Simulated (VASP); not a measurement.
Sn3Se: single point with LDA

The system is Sn3Se.

```
CELL_PARAMETERS angstrom
0.00000 3.75786 3.75786
3.75786 0.00000 3.75786
3.75786 3.75786 0.00000
ATOMIC_POSITIONS crystal
Sn 0.50000 0.50000 0.50000
Sn 0.75000 0.75000 0.75000
Sn 0.25000 0.25000 0.25000
Se 0.00000 0.00000 0.00000
```

```json
{"Program": "VASP 6.6.1", "Task": "single point", "Functional": "LDA", "Potentials or basis": "VASP PAW LDA potentials, release 64 (Sn_d, Se)", "Cutoff": "520 eV", "k mesh": "6 × 6 × 6", "Occupations": "fermi-dirac, width 0.05 eV", "Spin": "no spin polarisation", "Dipole correction": "no", "Further INCAR settings": "ALGO = Normal; EDIFF = 1e-06; NBANDS = 32"}
```

```yaml
Pressure: -5.2 GPa
Band_gap_on_the_k_mesh: zero (band 24 reaches 7.38 eV, above the bottom of band 25 at 5.53 eV)
```

Levels at points of the mesh, in eV from the Fermi level:
```tsv
k point	band 20	band 21	band 22	band 23	band 24	band 25	band 26	band 27	band 28	band 29
(0.00, 0.00, 0.00)	-2.75	-2.75	-2.75	-1.23	-1.23	-1.23	-0.52	-0.52	-0.52	4.20
(0.50, 0.00, 0.00)	-3.25	-3.25	-2.07	-2.07	-0.90	0.27	2.07	2.07	3.48	3.48
(0.50, 0.50, 0.00)	-4.66	-4.66	-0.37	0.46	0.46	0.89	2.67	2.67	3.11	3.94
```

Run time: 20 s on 1 thread of Intel(R) Xeon(R) 6975P-C (Granite Rapids), with other jobs on the host, peak memory 0.21 GiB.

Caveat: spin-orbit coupling is left out, which moves the levels of the heavy elements.
